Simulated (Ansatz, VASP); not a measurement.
One calculation of BN, two programs

```
B N
1.0
     0.00000    1.91393    1.62684
     1.91393    0.00000    1.62684
     1.91393    1.91393    0.00000
B N
1 1
Direct
  0.00000 0.00000 0.00000
  0.75000 0.75000 0.75000
```

Alike in both runs: task single point; functional LDA; k mesh 12 × 12 × 12; occupations gaussian, width 0.05 eV; no spin polarisation.

|  | VASP | Ansatz |
| --- | --- | --- |
| version | VASP 6.6.1 | Ansatz 0.2.0 |
| potentials or method | VASP PAW LDA potentials, release 64 (B, N), cutoff 520 eV | scalar-relativistic, plane waves, PAW |
| valence electrons in the cell | 8 | 8 |

|  | VASP | Ansatz | Ansatz less VASP |
| --- | --- | --- | --- |
| gap on the k mesh at the Fermi level (eV) | 1.95 | 1.97 | +0.019 |
| least direct gap on the mesh (eV) | 7.29 | 7.30 | +0.013 |
| pressure (GPa) | -14.0 | -14.9 | -0.84 |
| traceless stress, the component that is largest in VASP (GPa) | 52.12 | 52.19 | +0.062 |

LDA's correlation is that of Perdew and Zunger in VASP and of Perdew and Wang (1992) in Ansatz.
